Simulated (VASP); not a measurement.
A run of VASP 6.6.1 is set up as follows.

The input INCAR:

```
PREC = Accurate
ENCUT = 600
EDIFF = 1E-6
ISMEAR = -5
SIGMA = 0.05
LREAL = False
LASPH = True
NELM = 120
ALGO = Normal
ISIF = 2
LWAVE = False
LCHARG = False
GGA = LIBXC
LIBXC1 = GGA_X_PBE_SOL
LIBXC2 = GGA_C_PBE
NBANDS = 7
GGA_COMPAT = False
```

The input KPOINTS:

```
regular mesh
0
Gamma
  11 11 11
```

POSCAR

```
Mg
1.0
   -1.8236691672      1.8236691672      1.6681325125
    1.8236691672     -1.8236691672      1.6681325125
    1.8236691672      1.8236691672     -1.6681325125
Mg
1
Direct
    0.0000000000      0.0000000000      0.0000000000
```

Potentials or basis: VASP PAW PBE potentials, release 64 (Mg).

Run with:

```sh
$ cat potpaw_PBE.64/Mg/POTCAR > POTCAR
$ mpirun -np 1 vasp_std > vasp.out
```

(1) Estimate the pressure.

(2) Predict the band gap on the k mesh.

## Answers

(1) 0.3 GPa.

(2) zero (bands 1 and 2 overlap by 4.31 eV).

Caveat: the PAW data sets were made with another functional, which shifts forces and pressure a little; tetrahedron occupations give inexact forces and stress in metals.
